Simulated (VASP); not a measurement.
Wanted: the native input for a VASP 6.6.1 run.

```
Task                   : single point
Functional             : PBE
Dispersion             : D3(BJ)
Potentials or basis    : VASP PAW PBE potentials, release 64 (C, O, H)
Cutoff                 : 520 eV
k mesh                 : 1 × 1 × 1
Occupations            : fermi-dirac, width 0.05 eV
Spin                   : no spin polarisation
Dipole correction      : no
Further INCAR settings : LREAL = Auto; ALGO = Normal; EDIFF = 1e-06; NBANDS = 66
```

The structure of H4CO lies in POSCAR:

```
H4CO
1.0
    7.1256230000      0.0000000000      0.0000000000
    0.0000000000      7.1256230000      0.0000000000
    0.0000000000      0.0000000000      7.1256230000
C O H
6 6 24
Direct
    0.7594002658      0.0244048836      0.4295343719
    0.2426875517      0.0121533233      0.2809157880
    0.5312377598      0.6103185644      0.6705939958
    0.0282080598      0.5044050183      0.5601334789
   -0.0327129291      0.8952620704      0.8521640845
    0.1624840382      0.4473994765      0.0456661825
    0.6891748272     -0.1214069282      0.3128989563
    0.4036278652      0.0877958320      0.1908324367
    0.5660136665      0.5521622460      0.4868205910
    0.1683080904      0.3763741079      0.5052049484
    0.1588352345      0.8979565717      0.8173320424
    0.1936672765      0.2951461227     -0.0851715001
    0.6925429538      0.0332181481      0.5659715649
    0.7936990211     -0.1971757417      0.2603000467
    0.9035139805      0.0010385057      0.4642541431
    0.7319921360      0.1703710679      0.3835313768
    0.1381212562      0.1186422577      0.2951461227
    0.4971775801     -0.0076203863      0.1708482192
    0.1931480237     -0.1100395011      0.1837313032
    0.2893782059     -0.0482343789      0.4037261023
    0.5500150653      0.4838173448      0.7475977890
    0.5926639678      0.6681801718      0.4227139157
    0.6155531944      0.7264206933      0.7257190003
    0.3873766546      0.6488134441      0.6816947795
   -0.1065450698      0.4479608309      0.5158987502
    0.2951040211      0.4414491196      0.5112114407
    0.0158301948      0.5398545503      0.7119658169
    0.0247837979      0.6401826198      0.4849681214
   -0.1014367445      0.8580162043      0.7153339434
    0.2180440924      1.0171601837      0.8687240400
   -0.0437014420      0.7852506370      0.9604774207
   -0.0954302522      1.0288644235      0.8901537452
    0.0066520499      0.4780213604      0.0564161197
    0.3022051546      0.2430804998     -0.0248820349
    0.2389826125      0.4314991124      0.1822016124
    0.2249908534      0.5915973944     -0.0112832239
```

The input as run:

INCAR

```
SYSTEM = H4CO
ALGO     = Normal         ! electronic algorithm
EDIFF    = 1E-6           ! SCF threshold, eV
ENCUT    = 520            ! plane-wave cutoff, eV
GGA      = PE             ! functional
GGA_COMPAT= .False.      
ISIF     = 2              ! what is computed and relaxed
ISMEAR   = -1             ! smearing method
IVDW     = 12             ! dispersion correction
LASPH    = .True.         ! aspherical terms in the spheres
LCHARG   = .True.         ! write CHGCAR
LELF     = .True.         ! ELF
LREAL    = Auto         
LVHAR    = .True.       
LWAVE    = .False.        ! write WAVECAR
NBANDS   = 66             ! bands
NELM     = 120            ! most SCF steps
PREC     = Accurate       ! precision mode
SIGMA    = 0.05           ! smearing width, eV
```

KPOINTS

```
k-points
0
Gamma
  1 1 1
  0 0 0
```

Potentials or basis: VASP PAW PBE potentials, release 64 (C, O, H).

The run is started by

```bash
$ cat potpaw_PBE.64/C/POTCAR potpaw_PBE.64/O/POTCAR potpaw_PBE.64/H/POTCAR > POTCAR
$ mpirun -np 1 vasp_gam > vasp.out
```

Results of the run:

```
Pressure                   : 1.3 GPa
Largest force              : 3.902 eV/Å
Band gap on the k mesh     : 4.58 eV
Dispersion energy per atom : -0.039 eV
```

Caveat: the k points lie up to 0.88 Å⁻¹ apart.

Wall time 59 s on 1 thread of Intel(R) Xeon(R) Platinum 8259CL CPU @ 2.50GHz (Skylake/Cascade Lake) (shared host), peak memory 0.37 GiB.
